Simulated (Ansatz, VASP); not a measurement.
This is a calculation of MoS2 for Ansatz 0.2.0.

input.yaml

```yaml
crystal:
  lattice:
    - [3.2052136244, 0.0, 0.0]
    - [-1.6026068122, 2.7757964233, 0.0]
    - [0.0, 0.0, 17.4494019708]
  atoms:
    - { symbol: Mo, position: [0.0, 0.0, 0.0] }
    - { symbol: S, position: [0.3333333333, 0.6666666667, 0.91050702] }
    - { symbol: S, position: [0.3333333333, 0.6666666667, 0.08949298] }
kpoints:
  mp_grid: { grid: [10, 10, 2] }
scf:
  occupations: { method: fermi_dirac, width: 0.05 }
hamiltonian:
  xc: lda
  pseudopotentials: { kind: all_electron, lapw: { basis_error: 0.002 } }
output:
  forces: true
  stress: true
  eigenvalues: true
```

Potentials or basis: all-electron LAPW, scalar-relativistic.

Launch:

```bash
$ ansatz run input.yaml --threads 2 --pin off --max-ram 8192MiB --backend cpu --events-out ev --progress --plain --runs-dir out
```

Translate it to VASP 6.6.1. Potentials there: VASP PAW LDA potentials, release 64 (Mo_sv, S).

As run (the cutoff follows the program's own potentials):

The input INCAR:

```
  ALGO = Normal
  EDIFF = 1E-6
  ENCUT = 520
  GGA = CA
  ISIF = 2
  ISMEAR = -1
  LASPH = T
  LCHARG = F
  LREAL = F
  LWAVE = F
  NBANDS = 20
  NELM = 100
  PREC = Accurate
  SIGMA = 0.05
```

The input KPOINTS:

```
k-points
0
Gamma
  10 10 2
```

POSCAR

```
MoS2
1.0
    3.2052136244      0.0000000000      0.0000000000
   -1.6026068122      2.7757964233      0.0000000000
    0.0000000000      0.0000000000     17.4494019708
Mo S
1 2
Direct
    0.0000000000      0.0000000000      0.0000000000
    0.3333333333      0.6666666667      0.9105070200
    0.3333333333      0.6666666667      0.0894929800
```

Potentials or basis: VASP PAW LDA potentials, release 64 (Mo_sv, S).

Command:

```sh
$ cat potpaw_LDA.64/Mo_sv/POTCAR potpaw_LDA.64/S/POTCAR > POTCAR
$ mpirun -np 1 vasp_std > vasp.out
```

Both were run:

|  | VASP | Ansatz | Ansatz less VASP |
| --- | --- | --- | --- |
| gap on the k mesh at the Fermi level (eV) | 1.69 | 1.68 | -0.008 |
| least direct gap on the mesh (eV) | 1.88 | 1.87 | -0.005 |
| rms of the force components (eV/Å) | 0.324 | 0.330 | +0.0062 |

LDA's correlation is that of Perdew and Zunger in VASP and of Perdew and Wang (1992) in Ansatz. Atom by atom the forces differ by 0.006 eV/Å (rms over components). Ansatz ran all-electron here, and VASP with PAW potentials.
